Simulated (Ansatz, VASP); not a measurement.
## TaSi2 in VASP and in Ansatz

The input INCAR:

```
PREC     = Accurate       # precision mode
ENCUT    = 520            # plane-wave cutoff, eV
EDIFF    = 1E-6           # SCF threshold, eV
ISMEAR   = 0              # smearing method
SIGMA    = 0.15           # smearing width, eV
LREAL    = False          # projectors in reciprocal space
LASPH    = True           # aspherical terms in the spheres
NELM     = 80             # most SCF steps
ALGO     = Normal         # electronic algorithm
ISIF     = 2              # what is computed and relaxed
LWAVE    = False          # write WAVECAR
LCHARG   = True           # write CHGCAR
GGA      = PS             # functional
LELF     = True           # ELF
LVHAR    = True         
NBANDS   = 38             # bands
```

The input KPOINTS:

```
regular mesh
0
Gamma
  12 12 6
```

POSCAR

```
TaSi2
1.0
    4.7608595394      0.0000000000      0.0000000000
   -2.3804297697      4.1230253050      0.0000000000
    0.0000000000      0.0000000000      6.5557841079
Ta Si
3 6
Direct
    0.5000000000      0.0000000000      0.5000000000
    0.5000000000      0.5000000000      0.8333333333
    0.0000000000      0.5000000000      0.1666666667
    0.1689691564      0.3379383129      0.5000000000
    0.8407324576      0.1592675424      0.8333333333
    0.6814649151      0.8407324576      0.1666666667
    0.8407324576      0.6814649151      0.5000000000
    0.1592675424      0.8407324576      0.8333333333
    0.3185350849      0.1592675424      0.1666666667
```

Input for Ansatz:

```yaml
crystal:
  lattice:
    - [4.7608595394, 0.0, 0.0]
    - [-2.3804297697, 4.123025305, 0.0]
    - [0.0, 0.0, 6.5557841079]
  atoms:
    - { symbol: Ta, position: [0.5, 0.0, 0.5] }
    - { symbol: Ta, position: [0.5, 0.5, 0.8333333333] }
    - { symbol: Ta, position: [0.0, 0.5, 0.1666666667] }
    - { symbol: Si, position: [0.1689691564, 0.3379383129, 0.5] }
    - { symbol: Si, position: [0.8407324576, 0.1592675424, 0.8333333333] }
    - { symbol: Si, position: [0.6814649151, 0.8407324576, 0.1666666667] }
    - { symbol: Si, position: [0.8407324576, 0.6814649151, 0.5] }
    - { symbol: Si, position: [0.1592675424, 0.8407324576, 0.8333333333] }
    - { symbol: Si, position: [0.3185350849, 0.1592675424, 0.1666666667] }
basis:
  ecutwfc: 420
kpoints:
  mp_grid: { grid: [12, 12, 6] }
hamiltonian:
  xc: pbesol
scf:
  occupations: { method: gaussian, width: 0.15 }
output:
  forces: true
  stress: true
  eigenvalues: true
```

Alike in both runs: task single point; functional PBEsol; k mesh 12 × 12 × 6; occupations gaussian, width 0.15 eV; no spin polarisation.

```csv
,VASP,Ansatz
version,VASP 6.6.1,Ansatz 0.2.0
potentials or method,"VASP PAW PBE potentials, release 64 (Ta_pv, Si), cutoff 520 eV","scalar-relativistic, plane waves, PAW"
valence electrons in the cell,57,63
```

Ansatz gave:

```
gap on the k mesh at the Fermi level (eV)                     : none
pressure (GPa)                                                : 0.1
traceless stress, the component that is largest in VASP (GPa) : 0.35
rms of the force components (eV/Å)                            : 0.147
```

Estimate VASP's values.

gap on the k mesh at the Fermi level (eV): none; pressure (GPa): 0.4; traceless stress, the component that is largest in VASP (GPa): 0.41; rms of the force components (eV/Å): 0.149.

VASP's potentials were made for PBE, not for PBEsol. Atom by atom the forces differ by 0.002 eV/Å (rms over components). A gap of «none» marks a metal or a gap that the smearing closes. The functional is the same, so the differences come from potentials, cutoffs and numerics. VASP's potentials hold 57 valence electrons a cell and Ansatz's 63, so a difference there can come from the potentials and not from the codes.

Neither program's run includes spin-orbit coupling.
